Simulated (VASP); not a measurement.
Crystal: TaAs.

```xyz
4
Lattice="-1.7218 1.7218 5.8679 1.7218 -1.7218 5.8679 1.7218 1.7218 -5.8679" Properties=species:S:1:pos:R:3 pbc="T T T"
Ta    1.7401   -0.0560    5.7505
Ta   -0.0348   -0.0264    8.7054
As    1.7435    0.0735    1.0056
As    0.0338    0.0564    3.8654
```

```yaml
Program: VASP 6.6.1
Task: relaxation of the atoms
Functional: LDA
Potentials_or_basis: VASP PAW LDA potentials, release 64 (Ta_pv, As)
Cutoff: 450 eV
k_mesh: 5 × 5 × 5
Occupations: gaussian, width 0.02 eV
Spin: no spin polarisation
```

At the start: pressure -4.3 GPa; volume 17.40 Å³/atom.

Question: Where does the relaxation end?

Answer: Over 9 steps the energy falls by 73.9 meV/atom at a fixed cell; space group P1 (No. 1, to 0.1 Å) before, I4_1md (No. 109, to 0.1 Å).

Step by step:
| step | energy change (eV) | largest force (eV/Å) | pressure (GPa) |
| --- | --- | --- | --- |
| 1 | 0.0000 | 2.5021 | -4.33 |
| 2 | -0.2810 | 0.5324 | -6.35 |
| 3 | -0.2837 | 0.3897 | -6.35 |
| 4 | -0.2927 | 0.1196 | -6.40 |
| 5 | -0.2935 | 0.1358 | -6.40 |
| 6 | -0.2949 | 0.0782 | -6.41 |
| 7 | -0.2955 | 0.0433 | -6.41 |
| 8 | -0.2956 | 0.0107 | -6.41 |
| 9 | -0.2956 | 0.0064 | -6.41 |

Final structure:
```cif
data_structure
_symmetry_space_group_name_H-M 'P 1'
_symmetry_Int_Tables_number 1
_cell_length_a 6.3531
_cell_length_b 6.3531
_cell_length_c 6.3531
_cell_angle_alpha 148.550
_cell_angle_beta 148.550
_cell_angle_gamma 45.074
_cell_volume 69.59
loop_
_atom_site_label
_atom_site_type_symbol
_atom_site_fract_x
_atom_site_fract_y
_atom_site_fract_z
_atom_site_occupancy
Ta1 Ta 0.49883 0.99834 0.50623 1
Ta2 Ta 0.74898 0.74822 0.00631 1
As1 As 0.08139 0.58074 0.50625 1
As2 As 0.33141 0.33084 0.00632 1
```
